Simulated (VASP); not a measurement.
A run of VASP 6.6.1 is set up as follows.

The input INCAR:

```
SYSTEM = ScRu3
  ALGO = Normal
  EDIFF = 1E-7
  EDIFFG = -0.01
  ENCUT = 600
  GGA = PS
  IBRION = 2
  ISIF = 3
  ISMEAR = -1
  LASPH = .True.
  LCHARG = .False.
  LREAL = .False.
  LWAVE = .False.
  NELM = 80
  NSW = 60
  PREC = Accurate
  SIGMA = 0.05
```

KPOINTS

```
k-points
0
Gamma
  7 7 7
  0 0 0
```

File POSCAR:

```
ScRu3
1.0
   -1.9492590000      1.9492590000      4.0222910000
    1.9492590000     -1.9492590000      4.0222910000
    1.9492590000      1.9492590000     -4.0222910000
Ru Sc
3 1
Direct
    0.5000000000      0.5000000000      0.0000000000
    0.2500000000      0.7500000000      0.5000000000
    0.7500000000      0.2500000000      0.5000000000
    0.0000000000      0.0000000000      0.0000000000
```

Potentials or basis: VASP PAW PBE potentials, release 64 (Ru_pv, Sc_sv).

Run with:

```sh
$ cat potpaw_PBE.64/Ru_pv/POTCAR potpaw_PBE.64/Sc_sv/POTCAR > POTCAR
$ mpirun -np 1 vasp_std > vasp.out
```

**Question.** What does it give for the relaxed cell?

**Answer.** a = 4.805 Å, b = 4.805 Å, c = 4.805 Å, α = 132.90°, β = 132.90°, γ = 68.81°.

**Question.** Predict the relaxed volume.

**Answer.** 14.61 Å³/atom.

**Question.** Estimate the space group after relaxing (to 0.05 Å).

**Answer.** I4/mmm (No. 139).

Final structure:
```
CELL_PARAMETERS angstrom
-1.91962 1.91962 3.96423
1.91962 -1.91962 3.96423
1.91962 1.91962 -3.96423
ATOMIC_POSITIONS crystal
Ru 0.50000 0.50000 0.00000
Ru 0.25000 0.75000 0.50000
Ru 0.75000 0.25000 0.50000
Sc 0.00000 0.00000 0.00000
```

Caveat: the PAW data sets were made with another functional, which shifts forces and pressure a little.
